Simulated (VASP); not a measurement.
A run of VASP 6.6.1 is set up as follows.

The input INCAR:

```
SYSTEM = ZrS
PREC = Accurate
ENCUT = 520
EDIFF = 1E-6
ISMEAR = 0
SIGMA = 0.15
LREAL = .False.
LASPH = .True.
NELM = 100
ALGO = Normal
ISIF = 2
LWAVE = .False.
LCHARG = .False.
GGA = PS
NBANDS = 16
```

Contents of KPOINTS:

```
regular mesh
0
Gamma
  20 20 20
  0 0 0
```

The input POSCAR:

```
ZrS
1.0
    0.0484326628      2.5830753500      2.5830753500
    2.5830753500      0.0484326628      2.5830753500
    2.6315080128      2.6315080128      0.0000000000
Zr S
1 1
Direct
    0.0000000000      0.0000000000      0.0000000000
    0.5000000000      0.5000000000      0.5000000000
```

Potentials or basis: VASP PAW PBE potentials, release 64 (Zr_sv, S).

Launch:

```console
$ cat potpaw_PBE.64/Zr_sv/POTCAR potpaw_PBE.64/S/POTCAR > POTCAR
$ mpirun -np 1 vasp_std > vasp.out
```

Problem. Estimate the band gap on the k mesh.

Solution. Zero (bands 9 and 10 overlap by 3.00 eV).

Problem. Estimate the pressure.

Solution. 0.3 GPa.

Stress tensor (GPa, compression positive):
```
 0.29 -1.08  0.00
-1.08  0.29  0.00
 0.00  0.00  0.26
```

Caveat: the cell differs from its parent crystal (strain +0.0375 x Voigt [0, 0, 0, 0, 0, 1]); the PAW data sets were made with another functional, which shifts forces and pressure a little.
